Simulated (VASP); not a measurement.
# Si (I4_122) in VASP: a series of runs

Runs on Si. Level: PBE. Tasks: single point, relaxation of cell and atoms.

All numbers are computed with VASP 6.6.1; they aren't measurements. Logs are shortened: lines on timing, memory, paths and dates and some standing lists are left out, and cuts for length are marked.

## Step 1: The cell of the first run

The structure is tetragonal, space group I4_122 (No. 98). The conventional cell has a = 7.184 Å, b = 7.184 Å, c = 4.192 Å, α = 90.00°, β = 90.00°, γ = 90.00°. Si (site symmetry 222) has 8 Si at 2.40 to 3.19 Å within 3.2 Å. Within 3.2 Å of Si (site symmetry 2) lie 8 Si at 2.39 to 3.19 Å.

The cell was built from a structure type or drawn by symmetry, and may not be a known phase.

## Step 2: Single point, PBE

INCAR

```
ALGO     = Normal         # electronic algorithm
EDIFF    = 1E-6           # SCF threshold, eV
ENCUT    = 520            # plane-wave cutoff, eV
GGA      = PE             # functional
ISIF     = 2              # what is computed and relaxed
ISMEAR   = 0              # smearing method
LASPH    = T              # aspherical terms in the spheres
LCHARG   = T              # write CHGCAR
LELF     = T              # ELF
LREAL    = F              # projectors in reciprocal space
LVHAR    = T            
LWAVE    = F              # write WAVECAR
NBANDS   = 21             # bands
NELM     = 100            # most SCF steps
PREC     = Accurate       # precision mode
SIGMA    = 0.1            # smearing width, eV
```

KPOINTS

```
k-points
0
Gamma
  10 10 10
```

POSCAR

```
Si
1.0
   -3.5917654535      3.5917654535      2.0961401822
    3.5917654535     -3.5917654535      2.0961401822
    3.5917654535      3.5917654535     -2.0961401822
Si
6
Direct
    0.5000000000      0.5000000000      0.0000000000
    0.2500000000      0.7500000000      0.5000000000
    0.8367247652      0.6250000000      0.7117247652
    0.9132752348      0.1250000000      0.2882752348
    0.3750000000      0.1632752348      0.2882752348
    0.8750000000      0.0867247652      0.7117247652
```

Potentials or basis: VASP PAW PBE potentials, release 64 (Si).

The run is started by

```console
$ cat potpaw_PBE.64/Si/POTCAR > POTCAR
$ mpirun -np 1 vasp_std > vasp.out
```

OUTCAR:

```text
EDIFF = 1E-6
   ENCUT = 520
   GGA = PE
   ISIF = 2
   ISMEAR = 0
   LASPH = T
   LREAL = F
   NELM = 100
   PREC = Accurate

 ion  position               nearest neighbor table
   1  0.500  0.500  0.000-   4 2.40   6 2.40   5 2.40   3 2.40
   2  0.250  0.750  0.500-   6 2.40   4 2.40   5 2.40   3 2.40
   3  0.837  0.625  0.712-   5 2.39   6 2.39   1 2.40   2 2.40   5 3.11   6 3.11
   4  0.913  0.125  0.288-   6 2.39   5 2.39   2 2.40   1 2.40   6 3.11   5 3.11
   5  0.375  0.163  0.288-   3 2.39   4 2.39   1 2.40   2 2.40   4 3.11   3 3.11
   6  0.875  0.087  0.712-   4 2.39   3 2.39   1 2.40   2 2.40   4 3.11   3 3.11

  LATTYP: Found a body centered tetragonal cell.
 ALAT       =     7.1835309070
 C/A-ratio  =     0.5835960642

  Lattice vectors:

 A1 = (  -3.5917654535,   3.5917654535,   2.0961401822)
 A2 = (   3.5917654535,  -3.5917654535,   2.0961401822)
 A3 = (   3.5917654535,   3.5917654535,  -2.0961401822)

Analysis of symmetry for initial positions (statically):
=====================================================================
 Subroutine PRICEL returns:
 Original cell was already a primitive cell.

 Routine SETGRP: Setting up the symmetry group for a
 body centered tetragonal supercell.

 Subroutine GETGRP returns: Found  8 space group operations
 (whereof  4 operations were pure point group operations)
 out of a pool of 16 trial point group operations.

The static configuration has the point symmetry D_2 .
 The point group associated with its full space group is D_4 .

Analysis of symmetry for dynamics (positions and initial velocities):
=====================================================================
 Subroutine PRICEL returns:
 Original cell was already a primitive cell.

 Routine SETGRP: Setting up the symmetry group for a
 body centered tetragonal supercell.

 Subroutine GETGRP returns: Found  8 space group operations
 (whereof  4 operations were pure point group operations)
 out of a pool of 16 trial point group operations.

The dynamic configuration has the point symmetry D_2 .
 The point group associated with its full space group is D_4 .

 Subroutine INISYM returns: Found  8 space group operations
 (whereof  4 operations are pure point group operations),
 and found     1 'primitive' translations

----------------------------------------------------------------------------------------

                                     Primitive cell

  volume of cell :     108.1674

  direct lattice vectors                    reciprocal lattice vectors
    -3.591765453  3.591765453  2.096140182     0.000000000  0.139207308  0.238533665
     3.591765453 -3.591765453  2.096140182     0.139207308  0.000000000  0.238533665
     3.591765453  3.591765453 -2.096140182     0.139207308  0.139207308  0.000000000

  length of vectors
     5.495030647  5.495030647  5.495030647     0.276182881  0.276182881  0.196868863

  position of ions in fractional coordinates (direct lattice)
     0.500000000  0.500000000  0.000000000
     0.250000000  0.750000000  0.500000000
     0.836724765  0.625000000  0.711724765
     0.913275235  0.125000000  0.288275235
     0.375000000  0.163275235  0.288275235
     0.875000000  0.086724765  0.711724765

  ion indices of the primitive-cell ions
   primitive index   ion index
                 1           1
                 2           2
                 3           3
                 4           4
                 5           5
                 6           6

----------------------------------------------------------------------------------------

 KPOINTS: k-points

Automatic generation of k-mesh.
 Grid dimensions read from file:
 generate k-points for:   10   10   10

 Generating k-lattice:

  Cartesian coordinates                     Fractional coordinates (reciprocal lattice)
     0.000000000  0.013920731  0.023853366     0.100000000  0.000000000  0.000000000
     0.013920731  0.000000000  0.023853366     0.000000000  0.100000000  0.000000000
     0.013920731  0.013920731  0.000000000     0.000000000  0.000000000  0.100000000

  Length of vectors
     0.027618288  0.027618288  0.019686886

  Shift w.r.t. Gamma in fractional coordinates (k-lattice)
     0.000000000  0.000000000  0.000000000

 Subroutine IBZKPT returns following result:
 ===========================================

 Found    102 irreducible k-points:

 Following reciprocal coordinates:
            Coordinates               Weight
  0.000000  0.000000  0.000000      1.000000
  0.100000  0.000000 -0.000000      8.000000
  0.200000  0.000000 -0.000000      8.000000
  0.300000  0.000000 -0.000000      8.000000
  0.400000  0.000000 -0.000000      8.000000
  0.500000  0.000000 -0.000000      4.000000
[... 16 lines left out ...]
  0.300000  0.300000 -0.000000      8.000000
  0.400000  0.300000  0.000000     16.000000
 [... further k-points ...]
   k-points           NKPTS =    102   k-points in BZ     NKDIM =    102   number of bands    NBANDS=     21
   number of dos      NEDOS =    301   number of ions     NIONS =      6
   total plane-waves  NPLWV =  74088
   dimension x,y,z NGX =    42 NGY =   42 NGZ =   42
   dimension x,y,z NGXF=    84 NGYF=   84 NGZF=   84
   ions per type =               6
   NGX,Y,Z   is equivalent  to a cutoff of  12.71, 12.71, 12.71 a.u.
   NGXF,Y,Z  is equivalent  to a cutoff of  25.41, 25.41, 25.41 a.u.
 SYSTEM =  unknown system
   PREC   = accura    normal or accurate (medium, high low for compatibility)
   ISTART =      0    job   : 0-new  1-cont  2-samecut
   ICHARG =      2    charge: 1-file 2-atom 10-const
   ISPIN  =      1    spin polarized calculation?
   LNONCOLLINEAR =      F non collinear calculations
   LSORBIT =      F    spin-orbit coupling
   LASPH  =      T    aspherical Exc in radial PAW
   ENCUT  =  520.0 eV  38.22 Ry    6.18 a.u.  10.22 10.22 10.22*2*pi/ulx,y,z
   NELM   =    100;   NELMIN=  2; NELMDL= -5     # of ELM steps
   EDIFF  = 0.1E-05   stopping-criterion for ELM
   LREAL  =      F    real-space projection
   EDIFFG = 0.1E-04   stopping-criterion for IOM
   NSW    =      0    number of steps for IOM
   IBRION =     -1    ionic relax: 0-MD 1-quasi-New 2-CG
   NFREE  =      0    steps in history (QN), initial steepest desc. (CG)
   ISIF   =      2    stress and relaxation
   ISYM   =      2    0-nonsym 1-usesym 2-fastsym
   POTIM  = 0.5000    time-step for ionic-motion
   TEBEG  =    0.0;   TEEND  =   0.0 temperature during run
   PSTRESS=    0.0 pullay stress
   NELECT =      24.0000    total number of electrons
   NUPDOWN=      -1.0000    fix difference up-down
   EMIN   =  10.00;   EMAX   =-10.00  energy-range for DOS
   EFERMI =   0.00;   METHOD = LEGACY
   ISMEAR =     0;   SIGMA  =   0.10  broadening in eV -4-tet -1-fermi 0-gaus
   EFERMI_NEDOS =   21; number of points for ismear=-14 and -15
   IALGO  =     38    algorithm
   IMIX   =      4    mixing-type and parameters
     AMIX     =   0.40;   BMIX     =  1.00
     AMIX_MAG =   1.60;   BMIX_MAG =  1.00
  volume/ion in A,a.u.               =      18.03       121.66
  Fermi-wavevector in a.u.,A,eV,Ry     =   0.991090  1.872889 13.364454  0.982260
  Thomas-Fermi vector in A             =   2.122807
   LORBIT       =      0    0 simple, 1 ext, 2 COOP (PROOUT), +10 PAW based schemes
   GGA     = PE    functional components
   LHFCALC =     F    Hartree Fock is set to
   AEXX    =    0.0000 exact exchange contribution
   IVDW    =     0    specifies the selected vdW correction
   LEPSILON=     F    determine dielectric tensor
   LRPA    =     F    only Hartree local field effects (RPA)
 non-spin polarized calculation
 Gauss-broadening in eV      SIGMA  =   0.10
  energy-cutoff  :      520.00
  volume of cell :      108.17
 maximum number of plane-waves:      2936
 NGX is ok and might be reduce to    42
   NGX = 21   NGY = 21   NGZ = 21

 number of electron      23.9999999 magnetization

 Free energy of the ion-electron system (eV)
  ---------------------------------------------------
  ext. energy  EPLUGINS =         0.00000000
  ---------------------------------------------------
  free energy    TOTEN  =       -30.31229585 eV

  energy without entropy =      -30.30701986  energy(sigma->0) =      -30.30965785

 E-fermi :   6.9544     XC(G=0): -10.0381

 val. band max:        6.9516401742   @ k =  -0.4000   0.4000   0.0000
 cond. band min:       6.9567592957   @ k =   0.2000   0.1000  -0.0000
 fundamental gap:      0.0051191215
 Fermi energy:         6.9544040971

 k-point     1 :       0.0000    0.0000    0.0000
  band No.  band energies     occupation
      1      -5.7793      2.00000
      2      -1.5521      2.00000
      3      -0.6616      2.00000
      4      -0.6616      2.00000
      5       2.0128      2.00000
      6       3.0397      2.00000
[... 13 lines left out ...]
     20      13.8133      0.00000
     21      14.5040      0.00000

 k-point     2 :       0.1000    0.0000   -0.0000
  band No.  band energies     occupation
      1      -5.6751      2.00000
      2      -1.6820      2.00000
      3      -0.7046      2.00000
      4      -0.3670      2.00000
      5       1.9396      2.00000
      6       2.2981      2.00000
[... 13 lines left out ...]
     20      13.7279      0.00000
     21      13.8218      0.00000

 k-point     3 :       0.2000    0.0000   -0.0000
  band No.  band energies     occupation
      1      -5.3635      2.00000
      2      -1.8290      2.00000
      3      -0.7754      2.00000
      4       0.0036      2.00000
      5       1.1714      2.00000
      6       1.3521      2.00000
[... 13 lines left out ...]
     20      12.4201      0.00000
     21      13.2509      0.00000
[... 457 lines left out ...]
 k-point    23 :       0.3000    0.3000   -0.0000
  band No.  band energies     occupation
      1      -3.4463      2.00000
      2      -2.8608      2.00000
      3      -2.3283      2.00000
      4      -0.9437      2.00000
      5       0.3226      2.00000
      6       1.8454      2.00000
[... 13 lines left out ...]
     20      12.8571      0.00000
     21      13.2896      0.00000

 k-point    24 :       0.4000    0.3000    0.0000
  band No.  band energies     occupation
      1      -4.1097      2.00000
      2      -3.2216      2.00000
      3      -1.4484      2.00000
      4      -0.6304      2.00000
      5       0.6130      2.00000
      6       1.9564      2.00000
[... 13 lines left out ...]
     20      12.7610      0.00000
     21      13.2725      0.00000

 [... further k-points ...]

------------------------ aborting loop because EDIFF is reached ----------------------------------------

  FORCE on cell =-STRESS in cart. coord.  units (eV):
  Direction    XX          YY          ZZ          XY          YZ          ZX
  --------------------------------------------------------------------------------------
  -------------------------------------------------------------------------------------
  Total       -0.0541704     -0.0541704     -0.0511847      0.0000000      0.0000000      0.0000000
  in kB       -0.8023731     -0.8023731     -0.7581488      0.0000000      0.0000000      0.0000000
  external PRESSURE =      -0.7876317 kB  Pullay stress =       0.0000000 kB

 VOLUME and BASIS-vectors are now :
 -----------------------------------------------------------------------------
  energy-cutoff  :      520.00
  volume of cell :      108.17
      direct lattice vectors                 reciprocal lattice vectors
    -3.591765453  3.591765453  2.096140182     0.000000000  0.139207308  0.238533665
     3.591765453 -3.591765453  2.096140182     0.139207308  0.000000000  0.238533665
     3.591765453  3.591765453 -2.096140182     0.139207308  0.139207308  0.000000000

 POSITION                                       TOTAL-FORCE (eV/Angst)
 -----------------------------------------------------------------------------------
      0.00000      0.00000      2.09614        -0.000000     -0.000000     -0.000000
      3.59177     -0.00000      1.04807         0.000000      0.000000      0.000000
      1.79588      3.31681      1.57211         0.000000     -0.005978      0.000000
     -1.79588      3.86672      1.57211        -0.000000      0.005978     -0.000000
      0.27495      1.79588      0.52404         0.005978     -0.000000     -0.000000
     -0.27495      5.38765      0.52404        -0.005978      0.000000      0.000000
 -----------------------------------------------------------------------------------
    total drift:                                0.000000     -0.000000      0.000000

  FREE ENERGIE OF THE ION-ELECTRON SYSTEM (eV)
  ---------------------------------------------------
  free  energy   TOTEN  =       -30.3122958467 eV

  energy  without entropy=      -30.3070198575  energy(sigma->0) =      -30.30965785
```

Wall time 2.5 min (1 thread of AMD EPYC 9R45 (Zen 5), shared host); peak memory 0.31 GiB.

Results:

```
Free energy            : -30.3123 eV
Pressure               : -0.1 GPa
Largest force          : 0.006 eV/Å
Band gap on the k mesh : zero (bands 12 and 13 overlap by 2.38 eV)
```

Forces on the atoms (eV/Å):
```
Si   0.000  0.000  0.000
Si   0.000  0.000  0.000
Si   0.000 -0.006  0.000
Si   0.000  0.006  0.000
Si   0.006  0.000  0.000
Si  -0.006  0.000  0.000
```

## Step 3: Relaxation of cell and atoms, PBE

This run uses another cell than the first one, of 14.76 Å³/atom.

INCAR

```
PREC = Accurate ; ENCUT = 600
EDIFF = 1E-6 ; ISMEAR = 0
SIGMA = 0.1 ; LREAL = False
LASPH = True ; NELM = 60
ALGO = Normal ; ISIF = 3
LWAVE = False ; LCHARG = False
GGA = PE ; IBRION = 2
NSW = 90 ; EDIFFG = -0.04
```

KPOINTS

```
regular mesh
0
Gamma
  6 6 6
```

POSCAR

```
Si
1.0
   -3.3327571100      3.3327571100      1.9929948100
    3.3327571100     -3.3327571100      1.9929948100
    3.3327571100      3.3327571100     -1.9929948100
Si
6
Direct
    0.5000000000      0.5000000000      0.0000000000
    0.2500000000      0.7500000000      0.5000000000
    0.8251750700      0.6250000000      0.7001750700
    0.9248249300      0.1250000000      0.2998249300
    0.3750000000      0.1748249300      0.2998249300
    0.8750000000      0.0751750700      0.7001750700
```

Potentials or basis: VASP PAW PBE potentials, release 64 (Si).

The run is started by

```console
$ cat potpaw_PBE.64/Si/POTCAR > POTCAR
$ mpirun -np 1 vasp_std > vasp.out
```

It took 1.9 min on 1 thread of AMD EPYC 9R45 (Zen 5), shared host; peak memory 0.23 GiB.

Results (log left out):

- Free energy: -30.2924 eV
- Relaxed volume: 17.99 Å³/atom
- Relaxed cell: a = 5.484 Å, b = 5.484 Å, c = 5.484 Å, α = 98.47°, β = 98.47°, γ = 134.86°
- Space group after relaxing (to 0.1 Å): I4_122 (No. 98)
- Energy gained by relaxing: 362.8 meV/atom
- Ionic steps: 5
- Pressure after relaxing: 0.0 GPa
- Band gap on the k mesh: zero (bands 12 and 13 overlap by 2.52 eV)

Step by step:
| step | energy change (eV) | largest force (eV/Å) | pressure (GPa) | volume (Å³) |
| --- | --- | --- | --- | --- |
| 1 | 0.0000 | 3.2480 | 34.07 | 88.55 |
| 2 | -0.6269 | 0.7925 | -12.57 | 135.10 |
| 3 | -2.1728 | 0.0817 | -1.00 | 109.08 |
| 4 | -2.1765 | 0.0312 | -0.35 | 108.36 |
| 5 | -2.1770 | 0.0004 | 0.04 | 107.93 |

Final structure:
```yaml
crystal:
  lattice:
    - [-3.58066, 3.58066, 2.10460]
    - [3.58066, -3.58066, 2.10460]
    - [3.58066, 3.58066, -2.10460]
  atoms:
    - { symbol: Si, position: [0.50000, 0.50000, 0.00000] }
    - { symbol: Si, position: [0.25000, 0.75000, 0.50000] }
    - { symbol: Si, position: [0.83756, 0.62500, 0.71256] }
    - { symbol: Si, position: [0.91244, 0.12500, 0.28744] }
    - { symbol: Si, position: [0.37500, 0.16244, 0.28744] }
    - { symbol: Si, position: [0.87500, 0.08756, 0.71256] }
```

Levels at points of the mesh, in eV from the Fermi level:
```csv
k point,band 8,band 9,band 10,band 11,band 12,band 13,band 14,band 15,band 16
"(0.00, 0.00, 0.00)",-2.77,-2.33,-2.33,-2.18,-2.18,-2.05,0.28,1.13,1.13
"(0.50, 0.00, 0.00)",-3.80,-2.75,-2.25,-1.53,-0.60,0.74,1.38,2.15,2.61
"(0.50, 0.50, 0.00)",-3.41,-3.37,-2.68,-1.01,0.28,0.94,1.14,1.80,2.36
"(0.50, 0.50, 0.50)",-1.32,-1.09,-1.09,-0.60,0.47,1.11,1.11,1.71,1.90
```

Caveat: the volume moved by over 15 % at a fixed basis, so the end points are rough.

[end of part 1 of 2]
